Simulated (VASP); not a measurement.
**ScAl: single point with PBEsol**

ScAl:

```xyz
2
Lattice="3.2961 0.0000 0.0000 0.0000 3.2961 0.0000 0.0000 0.0000 3.2961" Properties=species:S:1:pos:R:3 pbc="T T T"
Sc    1.6481    1.6481    1.6481
Al    0.0000    0.0000    0.0000
```

| Property | Result |
| --- | --- |
| Program | VASP 6.6.1 |
| Task | single point |
| Functional | PBEsol |
| Potentials or basis | VASP PAW PBE potentials, release 64 (Sc_sv, Al) |
| Cutoff | 520 eV |
| k mesh | 14 × 14 × 14 |
| Occupations | fermi-dirac, width 0.1 eV |
| Spin | no spin polarisation |
| Dipole correction | no |
| Further INCAR settings | ALGO = Normal; EDIFF = 1e-06; NBANDS = 14 |

The pressure is 4.1 GPa and the band gap on the k mesh is zero (band 7 reaches 6.80 eV, above the bottom of band 8 at 5.62 eV).

Levels at points of the mesh, in eV from the Fermi level:
| k point | band 4 | band 5 | band 6 | band 7 | band 8 | band 9 | band 10 | band 11 |
| --- | --- | --- | --- | --- | --- | --- | --- | --- |
| (0.00, 0.00, 0.00) | -27.70 | -8.71 | -0.78 | -0.78 | 2.92 | 2.92 | 2.92 | 4.04 |
| (0.50, 0.00, 0.00) | -27.68 | -5.72 | -4.71 | 0.25 | 0.83 | 0.83 | 3.18 | 4.15 |
| (0.50, 0.50, 0.00) | -27.65 | -4.84 | -1.84 | -1.84 | -0.87 | 1.62 | 1.62 | 4.01 |
| (0.50, 0.50, 0.50) | -27.86 | -2.71 | -2.71 | -2.71 | -0.12 | 3.12 | 3.12 | 3.12 |

It took 32 s on 1 thread of Intel(R) Xeon(R) Platinum 8488C (Sapphire Rapids) (shared host), peak memory 0.2 GiB.

Caveat: the PAW data sets were made with another functional, which shifts forces and pressure a little.
